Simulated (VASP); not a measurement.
# In (I4/mmm) in VASP: a series of runs, part 2 of 2

VASP 6.6.1. Earlier steps stand in the parts before.

## 3. Single point, PBE

This run uses another cell than the first one, of 27.38 Å³/atom.

INCAR

```
PREC     = Accurate       # precision mode
ENCUT    = 500            # plane-wave cutoff, eV
EDIFF    = 1E-6           # SCF threshold, eV
ISMEAR   = -1             # smearing method
SIGMA    = 0.02           # smearing width, eV
LREAL    = F              # projectors in reciprocal space
LASPH    = T              # aspherical terms in the spheres
NELM     = 120            # most SCF steps
ALGO     = Normal         # electronic algorithm
ISIF     = 2              # what is computed and relaxed
LWAVE    = F              # write WAVECAR
LCHARG   = F              # write CHGCAR
GGA      = PE             # functional
NBANDS   = 12             # bands
GGA_COMPAT= F
```

KPOINTS

```
regular mesh
0
Gamma
  10 10 10
```

POSCAR

```
In
1.0
   -1.6888280739      1.6888280739      2.4003864181
    1.6888280739     -1.6888280739      2.4003864181
    1.6888280739      1.6888280739     -2.4003864181
In
1
Direct
    0.0000000000      0.0000000000      0.0000000000
```

Potentials or basis: VASP PAW PBE potentials, release 64 (In_d).

Launch:

```bash
$ cat potpaw_PBE.64/In_d/POTCAR > POTCAR
$ mpirun -np 1 vasp_std > vasp.out
```

OUTCAR:

```text
PREC = Accurate
   ENCUT = 500
   EDIFF = 1E-6
   ISMEAR = -1
   LREAL = F
   LASPH = T
   NELM = 120
   ISIF = 2
   GGA = PE

 ion  position               nearest neighbor table
   1  0.000  0.000  0.000-

  LATTYP: Found a body centered tetragonal cell.
 ALAT       =     3.3776561478
 C/A-ratio  =     1.4213326124

  Lattice vectors:

 A1 = (  -1.6888280739,   1.6888280739,   2.4003864181)
 A2 = (   1.6888280739,  -1.6888280739,   2.4003864181)
 A3 = (   1.6888280739,   1.6888280739,  -2.4003864181)
[... 529 lines left out ...]
      3      -7.4039      2.00000
      4      -7.4031      2.00000
      5      -7.3050      2.00000
      6       4.1878      2.00000
      7       5.6464      2.00000
      8       8.0281      0.00000
      9      12.4377      0.00000
     10      15.1591      0.00000
     11      21.8598      0.00000
     12      24.1781      0.00000

 [... further k-points ...]
[... 5 lines left out ...]
  --------------------------------------------------------------------------------------
  -------------------------------------------------------------------------------------
  Total       -0.0097445     -0.0097445     -0.0086187      0.0000000     -0.0000000      0.0000000
  in kB       -0.5701064     -0.5701064     -0.5042441      0.0000000     -0.0000000      0.0000000
  external PRESSURE =      -0.5481523 kB  Pullay stress =       0.0000000 kB

 VOLUME and BASIS-vectors are now :
 -----------------------------------------------------------------------------
  energy-cutoff  :      500.00
  volume of cell :       27.38
      direct lattice vectors                 reciprocal lattice vectors
    -1.688828074  1.688828074  2.400386418     0.000000000  0.296063292  0.208299795
     1.688828074 -1.688828074  2.400386418     0.296063292  0.000000000  0.208299795
     1.688828074  1.688828074 -2.400386418     0.296063292  0.296063292  0.000000000

 POSITION                                       TOTAL-FORCE (eV/Angst)
 -----------------------------------------------------------------------------------
      0.00000      0.00000      0.00000         0.000000      0.000000     -0.000000
 -----------------------------------------------------------------------------------
    total drift:                               -0.000000     -0.000000     -0.000000

  FREE ENERGIE OF THE ION-ELECTRON SYSTEM (eV)
  ---------------------------------------------------
  free  energy   TOTEN  =        -2.5763647107 eV

  energy  without entropy=       -2.5758545008  energy(sigma->0) =       -2.57610961
```

Run time: 22 s. Hardware: 1 thread of Intel Xeon Platinum 8559C (Emerald Rapids), shared host; peak memory 0.17 GiB.

What came out:

| Property | Result |
| --- | --- |
| Free energy | -2.5764 eV |
| Pressure | -0.1 GPa |
| Band gap on the k mesh | zero (an odd number of electrons rules out a gap without spin polarisation) |

Caveat: spin-orbit coupling is left out, which moves the levels of the heavy elements.

## 4. Single point, r2SCAN

POSCAR

```
In
1.0
   -1.6641605451      1.6641605451      2.3706050300
    1.6641605451     -1.6641605451      2.3706050300
    1.6641605451      1.6641605451     -2.3706050300
In
1
Direct
    0.0000000000      0.0000000000      0.0000000000
```

INCAR.step1

```
SYSTEM = In
ALGO     = Normal         ! electronic algorithm
EDIFF    = 1E-5           ! SCF threshold, eV
ENCUT    = 550            ! plane-wave cutoff, eV
GGA      = PE             ! functional
GGA_COMPAT= .False.      
ISMEAR   = -1             ! smearing method
LASPH    = .True.         ! aspherical terms in the spheres
LCHARG   = .False.        ! write CHGCAR
LREAL    = .False.        ! projectors in reciprocal space
LWAVE    = .True.         ! write WAVECAR
NBANDS   = 12             ! bands
NELM     = 120            ! most SCF steps
PREC     = Accurate       ! precision mode
SIGMA    = 0.02           ! smearing width, eV
```

INCAR.step2

```
SYSTEM = In
ALGO     = Normal         ! electronic algorithm
EDIFF    = 1E-6           ! SCF threshold, eV
ENCUT    = 550            ! plane-wave cutoff, eV
GGA_COMPAT= .False.      
ISIF     = 2              ! what is computed and relaxed
ISMEAR   = -1             ! smearing method
ISTART   = 1            
LASPH    = .True.         ! aspherical terms in the spheres
LCHARG   = .False.        ! write CHGCAR
LMIXTAU  = .True.       
LREAL    = .False.        ! projectors in reciprocal space
LWAVE    = .False.        ! write WAVECAR
METAGGA  = R2SCAN         ! meta-GGA
NBANDS   = 12             ! bands
NELM     = 120            ! most SCF steps
PREC     = Accurate       ! precision mode
SIGMA    = 0.02           ! smearing width, eV
```

KPOINTS

```
k-points
0
Gamma
  10 10 10
  0 0 0
```

Launch:

```bash
$ cat potpaw_PBE.64/In_d/POTCAR > POTCAR
$ cp INCAR.step1 INCAR
$ mpirun -np 1 vasp_std > vasp.out
$ cp INCAR.step2 INCAR
$ mpirun -np 1 vasp_std > vasp.out
```

It took 1.9 min on 1 thread of Intel Xeon Platinum 8559C (Emerald Rapids), shared host; peak memory 0.18 GiB.

It converged, with:

* Free energy: -22.5909 eV
* Pressure: 0.0 GPa
* Band gap on the k mesh: zero (an odd number of electrons rules out a gap without spin polarisation)

Levels at points of the mesh, in eV from the Fermi level:
```
           k point  band 3  band 4  band 5  band 6  band 7  band 8  band 9  band 10
(0.00, 0.00, 0.00)  -15.20  -15.03  -15.02   -9.99   11.18   11.18   11.21    12.14
(0.50, 0.00, 0.00)  -15.19  -14.86  -14.86   -4.46   -3.55    8.82    8.97    11.62
(0.50, 0.50, 0.00)  -14.88  -14.82  -14.81   -2.39   -1.98    4.20    4.25     7.79
(0.50, 0.50, 0.50)  -14.87  -14.82  -14.82   -2.46   -2.12    4.33    4.33     7.87
```

Caveat: the PAW data sets were made with another functional, which shifts forces and pressure a little; spin-orbit coupling is left out, which moves the levels of the heavy elements.

## 5. Single point, r2SCAN

POSCAR is that of step 4.

INCAR.step1

```
ALGO = Normal ; EDIFF = 1E-5
ENCUT = 550 ; GGA = PE
GGA_COMPAT = False ; ISMEAR = -1
LASPH = True ; LCHARG = False
LREAL = False ; LWAVE = True
NBANDS = 12 ; NELM = 120
PREC = Accurate ; SIGMA = 0.02
```

INCAR.step2

```
ALGO = Normal ; EDIFF = 1E-6
ENCUT = 550 ; GGA_COMPAT = False
ISIF = 2 ; ISMEAR = -1
ISTART = 1 ; LASPH = True
LCHARG = False ; LMIXTAU = True
LREAL = False ; LWAVE = False
METAGGA = R2SCAN ; NBANDS = 12
NELM = 120 ; PREC = Accurate
SIGMA = 0.02
```

KPOINTS

```
k-points
0
Gamma
  10 10 10
```

Launch:

```bash
$ cat potpaw_PBE.64/In_d/POTCAR > POTCAR
$ cp INCAR.step1 INCAR
$ mpirun -np 1 vasp_std > vasp.out
$ cp INCAR.step2 INCAR
$ mpirun -np 1 vasp_std > vasp.out
```

Run time: 2 min. Hardware: 1 thread of Intel Xeon Platinum 8559C (Emerald Rapids), shared host; peak memory 0.18 GiB.

The run converged. Its results:

- Free energy: -22.5909 eV
- Pressure: 0.0 GPa
- Band gap on the k mesh: zero (an odd number of electrons rules out a gap without spin polarisation)

Levels at points of the mesh, in eV from the Fermi level:
| k point | band 2 | band 3 | band 4 | band 5 | band 6 | band 7 | band 8 | band 9 | band 10 | band 11 |
| --- | --- | --- | --- | --- | --- | --- | --- | --- | --- | --- |
| (0.00, 0.00, 0.00) | -15.20 | -15.20 | -15.03 | -15.02 | -9.99 | 11.18 | 11.18 | 11.21 | 12.14 | 14.56 |
| (0.50, 0.00, 0.00) | -15.20 | -15.19 | -14.86 | -14.86 | -4.46 | -3.55 | 8.82 | 8.97 | 11.62 | 13.04 |
| (0.50, 0.50, 0.00) | -15.33 | -14.88 | -14.82 | -14.81 | -2.39 | -1.98 | 4.20 | 4.25 | 7.79 | 7.95 |
| (0.50, 0.50, 0.50) | -15.33 | -14.87 | -14.82 | -14.82 | -2.46 | -2.12 | 4.33 | 4.33 | 7.87 | 8.08 |

Caveat: the PAW data sets were made with another functional, which shifts forces and pressure a little; spin-orbit coupling is left out, which moves the levels of the heavy elements.

## 6. The runs side by side

```tsv
level	cell	cutoff (eV)	gap on the mesh (eV)	pressure (GPa)
PBE	a = 3.340 Å, angles 120.2, 120.2, 89.6°, 1 atom	500	none	1.7
PBE	a = 3.386 Å, angles 120.2, 120.2, 89.7°, 1 atom	500	none	-0.1
r2SCAN	a = 3.340 Å, angles 120.2, 120.2, 89.6°, 1 atom	550	none	0.0
```

Alike in all rows: task single point; potentials or basis VASP PAW PBE potentials, release 64 (In_d); no spin polarisation; k mesh 10 × 10 × 10; smearing fermi-dirac 0.02 eV.

Caveats: spin-orbit coupling is left out, which moves the levels of the heavy elements; the PAW data sets were made with another functional, which shifts forces and pressure a little (at least some runs).

Total energies depend on the potentials used, so only differences within one code and one set of settings carry meaning.
